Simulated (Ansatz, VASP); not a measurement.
Mg2Sn: VASP beside Ansatz

```
Sn Mg
1.0
     0.00000    3.37994    3.37994
     3.37994    0.00000    3.37994
     3.37994    3.37994    0.00000
Sn Mg
1 2
Direct
  0.00000 0.00000 0.00000
  0.25000 0.25000 0.25000
  0.75000 0.75000 0.75000
```

Alike in both runs: task single point; functional PBEsol; k mesh 4 × 4 × 4; occupations fermi-dirac, width 0.02 eV; collinear spin.

|  | VASP | Ansatz |
| --- | --- | --- |
| version | VASP 6.6.1 | Ansatz 0.2.0 |
| potentials or method | VASP PAW PBE potentials, release 64 (Sn_d, Mg) | plane waves |
| plane-wave cutoff (eV) | 600 | 420 |
| valence electrons in the cell | 18 | 34 |

```tsv
	VASP	Ansatz	Ansatz less VASP
gap on the k mesh at the Fermi level (eV)	none	none	-
pressure (GPa)	-0.2	-0.2	+0.08
```

VASP's potentials were made for PBE, not for PBEsol. A gap of «none» marks a metal or a gap that the smearing closes. VASP's potentials hold 18 valence electrons a cell and Ansatz's 34, so a difference there can come from the potentials and not from the codes. Ansatz's warnings: filled band counts differ across k points, moment headroom below auto, seeded moment not kept.

The k mesh is coarse, so the values compare programs but aren't converged.
